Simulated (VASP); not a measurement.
WC:

```
W C
1.0
     0.00000    2.39204    2.39204
     2.39204    0.00000    2.39204
     2.39204    2.39204    0.00000
W C
1 1
Direct
  0.00000 0.00000 0.00000
  0.25000 0.25000 0.25000
```

```yaml
Program: VASP 6.6.1
Task: relaxation of cell and atoms
Functional: PBEsol
Potentials_or_basis: VASP PAW PBE potentials, release 64 (W_sv, C)
Cutoff: 600 eV
k_mesh: 8 × 8 × 8
Occupations: gaussian, width 0.1 eV
Spin: no spin polarisation
```

At the start: pressure -18.0 GPa; volume 13.69 Å³/atom.

Question: How do energy, volume and symmetry change on relaxing?

Answer: Over 4 steps the energy falls by 59.4 meV/atom and the volume is 12.70 Å³/atom (-7.2 %); space group F-43m (No. 216, to 0.05 Å).

The path:
```tsv
step	energy change (eV)	largest force (eV/Å)	pressure (GPa)	volume (Å³)
1	0.0000	0.0000	-17.95	27.37
2	0.4738	0.0000	59.31	21.74
3	-0.1184	0.0000	-1.12	25.49
4	-0.1188	0.0000	-0.19	25.40
```

Final structure:
```
CELL_PARAMETERS angstrom
0.00000 2.33324 2.33324
2.33324 0.00000 2.33324
2.33324 2.33324 0.00000
ATOMIC_POSITIONS crystal
W 0.00000 0.00000 0.00000
C 0.25000 0.25000 0.25000
```

Caveat: the PAW data sets were made with another functional, which shifts forces and pressure a little.
